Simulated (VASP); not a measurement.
# BaTiO3 (P4/mmm) in VASP: a series of runs

The runs below take BaTiO3 through single point, with PBEsol.

Everything below comes from runs of VASP 6.6.1. Logs are shortened: lines on timing, memory, paths and dates and some standing lists are left out, and cuts for length are marked.

### 1 The cell of the first run

It takes space group P4/mmm (No. 123, tetragonal). Conventional cell: a = 3.941 Å, b = 3.941 Å, c = 4.089 Å, α = 90.00°, β = 90.00°, γ = 90.00°. Ba (site symmetry 4/mmm) has 12 O at 2.79 to 2.84 Å and 8 Ti at 3.46 Å within 3.7 Å. Ti (site symmetry 4/mmm) has 6 O at 1.97 to 2.04 Å within 2.6 Å. Within 2.9 Å of O (site symmetry 4/mmm) lie 2 Ti at 2.04 Å and 4 Ba at 2.79 Å and 8 O at 2.84 Å. O (site symmetry mmm) has 2 Ti at 1.97 Å within 2.6 Å.

### 2 Single point, PBEsol

INCAR

```
SYSTEM = BaTiO3
ALGO     = Normal         ! electronic algorithm
EDIFF    = 1E-6           ! SCF threshold, eV
ENCUT    = 1340           ! plane-wave cutoff, eV
GGA      = PS             ! functional
GGA_COMPAT= .FALSE.      
ISIF     = 2              ! what is computed and relaxed
ISMEAR   = 0              ! smearing method
LASPH    = .TRUE.         ! aspherical terms in the spheres
LCHARG   = .TRUE.         ! write CHGCAR
LELF     = .TRUE.         ! ELF
LREAL    = .FALSE.        ! projectors in reciprocal space
LVHAR    = .TRUE.       
LWAVE    = .FALSE.        ! write WAVECAR
NBANDS   = 28             ! bands
NELM     = 120            ! most SCF steps
PREC     = Accurate       ! precision mode
SIGMA    = 0.02           ! smearing width, eV
```

KPOINTS

```
k-points
0
G
  8 8 8
  0 0 0
```

POSCAR

```
BaTiO3
1.0
    4.0889654123      0.0000000000      0.0000000000
    0.0000000000      3.9410376295      0.0000000000
    0.0000000000      0.0000000000      3.9410376295
Ba Ti O
1 1 3
Direct
    0.5000000000      0.5000000000      0.5000000000
    0.0000000000      0.0000000000      0.0000000000
    0.5000000000      0.0000000000      0.0000000000
    0.0000000000      0.5000000000      0.0000000000
    0.0000000000      0.0000000000      0.5000000000
```

Potentials or basis: VASP PAW PBE potentials, release 64 (Ba_sv, Ti_sv, O_h).

Started as:

```sh
cat potpaw_PBE.64/Ba_sv/POTCAR potpaw_PBE.64/Ti_sv/POTCAR potpaw_PBE.64/O_h/POTCAR > POTCAR
mpirun -np 1 vasp_std > vasp.out
```

OUTCAR:

```text
SYSTEM = BaTiO3
   EDIFF = 1E-6
   ENCUT = 1340
   GGA = PS
   ISIF = 2
   ISMEAR = 0
   LASPH = .TRUE.
   LREAL = .FALSE.
   NELM = 120
   PREC = Accurate

 ion  position               nearest neighbor table
   1  0.500  0.500  0.500-   3 2.79   3 2.79   3 2.79   3 2.79   4 2.84   5 2.84   5 2.84   4 2.84
                             4 2.84   5 2.84   4 2.84   5 2.84   2 3.46   2 3.46   2 3.46   2 3.46
   2  0.000  0.000  0.000-   4 1.97   5 1.97   5 1.97   4 1.97   3 2.04   3 2.04   1 3.46   1 3.46
                             1 3.46   1 3.46   1 3.46   1 3.46   1 3.46   1 3.46
   3  0.500  0.000  0.000-   2 2.04   2 2.04   1 2.79   1 2.79   1 2.79   1 2.79
   4  0.000  0.500  0.000-   2 1.97   2 1.97   1 2.84   1 2.84   1 2.84   1 2.84
   5  0.000  0.000  0.500-   2 1.97   2 1.97   1 2.84   1 2.84   1 2.84   1 2.84

  LATTYP: Found a simple tetragonal cell.
 ALAT       =     3.9410376295
 C/A-ratio  =     1.0375352373

  Lattice vectors:

 A1 = (   0.0000000000,   3.9410376295,   0.0000000000)
 A2 = (   0.0000000000,   0.0000000000,   3.9410376295)
 A3 = (   4.0889654123,   0.0000000000,   0.0000000000)

Analysis of symmetry for initial positions (statically):
=====================================================================
 Subroutine PRICEL returns:
 Original cell was already a primitive cell.

 Routine SETGRP: Setting up the symmetry group for a
 simple tetragonal supercell.

 Subroutine GETGRP returns: Found 16 space group operations
 (whereof 16 operations were pure point group operations)
 out of a pool of 16 trial point group operations.

The static configuration has the point symmetry D_4h.

Analysis of symmetry for dynamics (positions and initial velocities):
=====================================================================
 Subroutine PRICEL returns:
 Original cell was already a primitive cell.

 Routine SETGRP: Setting up the symmetry group for a
 simple tetragonal supercell.

 Subroutine GETGRP returns: Found 16 space group operations
 (whereof 16 operations were pure point group operations)
 out of a pool of 16 trial point group operations.

The dynamic configuration has the point symmetry D_4h.

 Subroutine INISYM returns: Found 16 space group operations
 (whereof 16 operations are pure point group operations),
 and found     1 'primitive' translations

----------------------------------------------------------------------------------------

                                     Primitive cell

  volume of cell :      63.5089

  direct lattice vectors                    reciprocal lattice vectors
     4.088965412  0.000000000  0.000000000     0.244560640  0.000000000  0.000000000
     0.000000000  3.941037629  0.000000000     0.000000000  0.253740282  0.000000000
     0.000000000  0.000000000  3.941037629     0.000000000  0.000000000  0.253740282

  length of vectors
     4.088965412  3.941037629  3.941037629     0.244560640  0.253740282  0.253740282

  position of ions in fractional coordinates (direct lattice)
     0.500000000  0.500000000  0.500000000
     0.000000000  0.000000000  0.000000000
     0.500000000  0.000000000  0.000000000
     0.000000000  0.500000000  0.000000000
     0.000000000  0.000000000  0.500000000

  ion indices of the primitive-cell ions
   primitive index   ion index
                 1           1
                 2           2
                 3           3
                 4           4
                 5           5

----------------------------------------------------------------------------------------

 KPOINTS: k-points

Automatic generation of k-mesh.
 Grid dimensions read from file:
 generate k-points for:    8    8    8

 Generating k-lattice:

  Cartesian coordinates                     Fractional coordinates (reciprocal lattice)
     0.030570080  0.000000000  0.000000000     0.125000000  0.000000000  0.000000000
     0.000000000  0.031717535  0.000000000     0.000000000  0.125000000  0.000000000
     0.000000000  0.000000000  0.031717535     0.000000000  0.000000000  0.125000000

  Length of vectors
     0.030570080  0.031717535  0.031717535

  Shift w.r.t. Gamma in fractional coordinates (k-lattice)
     0.000000000  0.000000000  0.000000000

 Subroutine IBZKPT returns following result:
 ===========================================

 Found     75 irreducible k-points:

 Following reciprocal coordinates:
            Coordinates               Weight
  0.000000  0.000000  0.000000      1.000000
  0.125000  0.000000  0.000000      2.000000
  0.250000  0.000000  0.000000      2.000000
  0.375000  0.000000  0.000000      2.000000
  0.500000  0.000000  0.000000      1.000000
  0.000000  0.125000  0.000000      4.000000
[... 16 lines left out ...]
  0.250000  0.500000  0.000000      4.000000
  0.375000  0.500000  0.000000      4.000000
 [... further k-points ...]
   k-points           NKPTS =     75   k-points in BZ     NKDIM =     75   number of bands    NBANDS=     28
   number of dos      NEDOS =    301   number of ions     NIONS =      5
   total plane-waves  NPLWV = 115200
   dimension x,y,z NGX =    50 NGY =   48 NGZ =   48
   dimension x,y,z NGXF=   100 NGYF=   96 NGZF=   96
   ions per type =               1   1   3
   NGX,Y,Z   is equivalent  to a cutoff of  20.33, 20.25, 20.25 a.u.
   NGXF,Y,Z  is equivalent  to a cutoff of  40.66, 40.50, 40.50 a.u.
 SYSTEM =  BaTiO3
   PREC   = accura    normal or accurate (medium, high low for compatibility)
   ISTART =      0    job   : 0-new  1-cont  2-samecut
   ICHARG =      2    charge: 1-file 2-atom 10-const
   ISPIN  =      1    spin polarized calculation?
   LNONCOLLINEAR =      F non collinear calculations
   LSORBIT =      F    spin-orbit coupling
   LASPH  =      T    aspherical Exc in radial PAW
   ENCUT  = 1340.0 eV  98.49 Ry    9.92 a.u.  12.20 11.76 11.76*2*pi/ulx,y,z
   NELM   =    120;   NELMIN=  2; NELMDL= -5     # of ELM steps
   EDIFF  = 0.1E-05   stopping-criterion for ELM
   LREAL  =      F    real-space projection
   EDIFFG = 0.1E-04   stopping-criterion for IOM
   NSW    =      0    number of steps for IOM
   IBRION =     -1    ionic relax: 0-MD 1-quasi-New 2-CG
   NFREE  =      0    steps in history (QN), initial steepest desc. (CG)
   ISIF   =      2    stress and relaxation
   ISYM   =      2    0-nonsym 1-usesym 2-fastsym
   POTIM  = 0.5000    time-step for ionic-motion
   TEBEG  =    0.0;   TEEND  =   0.0 temperature during run
   PSTRESS=    0.0 pullay stress
   NELECT =      40.0000    total number of electrons
   NUPDOWN=      -1.0000    fix difference up-down
   EMIN   =  10.00;   EMAX   =-10.00  energy-range for DOS
   EFERMI =   0.00;   METHOD = LEGACY
   ISMEAR =     0;   SIGMA  =   0.02  broadening in eV -4-tet -1-fermi 0-gaus
   EFERMI_NEDOS =   21; number of points for ismear=-14 and -15
   IALGO  =     38    algorithm
   IMIX   =      4    mixing-type and parameters
     AMIX     =   0.40;   BMIX     =  1.00
     AMIX_MAG =   1.60;   BMIX_MAG =  1.00
  volume/ion in A,a.u.               =      12.70        85.72
  Fermi-wavevector in a.u.,A,eV,Ry     =   1.403298  2.651849 26.793215  1.969246
  Thomas-Fermi vector in A             =   2.525974
   LORBIT       =      0    0 simple, 1 ext, 2 COOP (PROOUT), +10 PAW based schemes
   GGA     = PS    functional components
   LHFCALC =     F    Hartree Fock is set to
   AEXX    =    0.0000 exact exchange contribution
   IVDW    =     0    specifies the selected vdW correction
   LEPSILON=     F    determine dielectric tensor
   LRPA    =     F    only Hartree local field effects (RPA)
 non-spin polarized calculation
 Gauss-broadening in eV      SIGMA  =   0.02
  energy-cutoff  :     1340.00
  volume of cell :       63.51
 maximum number of plane-waves:      7160
 NGX is ok and might be reduce to    50
   NGX = 25   NGY = 23   NGZ = 23

 number of electron      40.0000004 magnetization

 Free energy of the ion-electron system (eV)
  ---------------------------------------------------
  ext. energy  EPLUGINS =         0.00000000
  ---------------------------------------------------
  free energy    TOTEN  =       -41.96949720 eV

  energy without entropy =      -41.96949720  energy(sigma->0) =      -41.96949720

 E-fermi :   4.2595     XC(G=0): -11.5717

 val. band max:        4.1809447836   @ k =   0.5000   0.5000   0.5000
 cond. band min:       5.8255472476   @ k =   0.0000   0.0000   0.0000
 fundamental gap:      1.6446024640
 Fermi energy:         4.2594519287

 k-point     1 :       0.0000    0.0000    0.0000
  band No.  band energies     occupation
      1     -52.1994      2.00000
      2     -28.5357      2.00000
      3     -28.5357      2.00000
      4     -28.5194      2.00000
      5     -20.6103      2.00000
      6     -12.7448      2.00000
[... 20 lines left out ...]
     27       9.2475      0.00000
     28      11.4354      0.00000

 k-point     2 :       0.1250    0.0000    0.0000
  band No.  band energies     occupation
      1     -52.1993      2.00000
      2     -28.5354      2.00000
      3     -28.5354      2.00000
      4     -28.5255      2.00000
      5     -20.5945      2.00000
      6     -12.7800      2.00000
[... 20 lines left out ...]
     27       9.5273      0.00000
     28      11.7841      0.00000

 k-point     3 :       0.2500    0.0000    0.0000
  band No.  band energies     occupation
      1     -52.1990      2.00000
      2     -28.5402      2.00000
      3     -28.5349      2.00000
      4     -28.5349      2.00000
      5     -20.5559      2.00000
      6     -12.8854      2.00000
[... 20 lines left out ...]
     27      10.2616      0.00000
     28      12.6241      0.00000

 k-point     4 :       0.3750    0.0000    0.0000
  band No.  band energies     occupation
      1     -52.1988      2.00000
      2     -28.5549      2.00000
      3     -28.5343      2.00000
      4     -28.5343      2.00000
      5     -20.5166      2.00000
      6     -13.0071      2.00000
[... 578 lines left out ...]
     27      12.0758      0.00000
     28      12.4953      0.00000

 k-point    23 :       0.2500    0.5000    0.0000
  band No.  band energies     occupation
      1     -52.1977      2.00000
      2     -28.5994      2.00000
      3     -28.5368      2.00000
      4     -28.5323      2.00000
      5     -20.4372      2.00000
      6     -12.7154      2.00000
[... 20 lines left out ...]
     27      12.6492      0.00000
     28      12.9044      0.00000

 k-point    24 :       0.3750    0.5000    0.0000
  band No.  band energies     occupation
      1     -52.1975      2.00000
      2     -28.5983      2.00000
      3     -28.5509      2.00000
      4     -28.5318      2.00000
      5     -20.4143      2.00000
      6     -12.5353      2.00000
[... 20 lines left out ...]
     27      12.1226      0.00000
     28      13.7260      0.00000

 [... further k-points ...]

------------------------ aborting loop because EDIFF is reached ----------------------------------------

  FORCE on cell =-STRESS in cart. coord.  units (eV):
  Direction    XX          YY          ZZ          XY          YZ          ZX
  --------------------------------------------------------------------------------------
  -------------------------------------------------------------------------------------
  Total       -2.0795811      0.7286144      0.7286144      0.0000000      0.0000000      0.0000000
  in kB      -52.4628463     18.3811933     18.3811933      0.0000000      0.0000000      0.0000000
  external PRESSURE =      -5.2334865 kB  Pullay stress =       0.0000000 kB

 VOLUME and BASIS-vectors are now :
 -----------------------------------------------------------------------------
  energy-cutoff  :     1340.00
  volume of cell :       63.51
      direct lattice vectors                 reciprocal lattice vectors
     4.088965412  0.000000000  0.000000000     0.244560640  0.000000000  0.000000000
     0.000000000  3.941037629  0.000000000     0.000000000  0.253740282  0.000000000
     0.000000000  0.000000000  3.941037629     0.000000000  0.000000000  0.253740282

 POSITION                                       TOTAL-FORCE (eV/Angst)
 -----------------------------------------------------------------------------------
      2.04448      1.97052      1.97052         0.000000      0.000000      0.000000
      0.00000      0.00000      0.00000         0.000000      0.000000      0.000000
      2.04448      0.00000      0.00000         0.000000      0.000000      0.000000
      0.00000      1.97052      0.00000         0.000000      0.000000      0.000000
      0.00000      0.00000      1.97052         0.000000      0.000000      0.000000
 -----------------------------------------------------------------------------------
    total drift:                                0.000000      0.000000     -0.000000

  FREE ENERGIE OF THE ION-ELECTRON SYSTEM (eV)
  ---------------------------------------------------
  free  energy   TOTEN  =       -41.9694971970 eV

  energy  without entropy=      -41.9694971970  energy(sigma->0) =      -41.96949720
```

It took 10 min on 1 thread of Intel Xeon Platinum 8259CL at 2.50GHz (Skylake/Cascade Lake), shared host; peak memory 0.73 GiB.

Results:

- Free energy: -41.9695 eV
- Pressure: -0.5 GPa
- Band gap on the k mesh: 1.64 eV (least direct gap 1.81 eV)

Stress tensor (GPa, compression positive):
```
-5.25  0.00  0.00
 0.00  1.84  0.00
 0.00  0.00  1.84
```

Caveat: the stress differs along the axes, from -5 to 2 GPa; the PAW data sets were made with another functional, which shifts forces and pressure a little; spin-orbit coupling is left out, which moves the levels of the heavy elements.

### 3 Single point, PBEsol (uniaxial strain along a: +1.0 %, then relaxed in part)

INCAR

```
SYSTEM = BaTiO3
PREC = Accurate
ENCUT = 1340
EDIFF = 1E-6
ISMEAR = 0
SIGMA = 0.02
LREAL = .FALSE.
LASPH = .TRUE.
NELM = 120
ALGO = Normal
ISIF = 2
LWAVE = .FALSE.
LCHARG = .FALSE.
GGA = PS
NBANDS = 28
GGA_COMPAT = .FALSE.
```

KPOINTS

```
regular mesh
0
G
  8 8 8
  0 0 0
```

Edit POSCAR of step 2 so:

```diff
@@ -2,5 +2,5 @@
 1.0
-    4.0889654123      0.0000000000      0.0000000000
-    0.0000000000      3.9410376295      0.0000000000
-    0.0000000000      0.0000000000      3.9410376295
+    4.0095680257      0.0000000000      0.0000000000
+    0.0000000000      3.9598279984      0.0000000000
+    0.0000000000      0.0000000000      3.9598279984
 Ba Ti O
```

Potentials or basis: VASP PAW PBE potentials, release 64 (Ba_sv, Ti_sv, O_h).

Started as:

```sh
cat potpaw_PBE.64/Ba_sv/POTCAR potpaw_PBE.64/Ti_sv/POTCAR potpaw_PBE.64/O_h/POTCAR > POTCAR
mpirun -np 1 vasp_std > vasp.out
```

It took 5.8 min on 1 thread of Intel Xeon Platinum 8259CL at 2.50GHz (Skylake/Cascade Lake), shared host; peak memory 0.7 GiB.

The run converged. Its results:

- Free energy: -41.9990 eV
- Pressure: 1.0 GPa
- Band gap on the k mesh: 1.71 eV (least direct gap 1.85 eV)

Stress tensor (GPa, compression positive):
```
-0.76  0.00  0.00
 0.00  1.83  0.00
 0.00  0.00  1.83
```

Levels at points of the mesh, in eV from the valence-band top:
| k point | band 18 | band 19 | band 20 | band 21 | band 22 | band 23 |
| --- | --- | --- | --- | --- | --- | --- |
| (0.00, 0.00, 0.00) | -0.15 | -0.14 | -0.14 | 1.71 | 1.71 | 1.74 |
| (0.50, 0.00, 0.00) | -1.80 | -0.73 | -0.73 | 1.90 | 3.50 | 3.50 |
| (0.00, 0.50, 0.00) | -1.94 | -0.75 | -0.74 | 1.89 | 3.60 | 3.61 |
| (0.50, 0.50, 0.00) | -0.92 | -0.92 | -0.13 | 3.51 | 3.62 | 3.98 |
| (0.00, 0.50, 0.50) | -0.81 | -0.81 | -0.09 | 3.61 | 3.61 | 4.05 |
| (0.50, 0.50, 0.50) | -0.03 | -0.03 | 0.00 | 4.26 | 4.26 | 4.32 |

Caveat: the cell differs from its parent crystal (uniaxial strain along a: +1.0 %, then relaxed in part); the PAW data sets were made with another functional, which shifts forces and pressure a little; spin-orbit coupling is left out, which moves the levels of the heavy elements. A k mesh can miss the band edges.
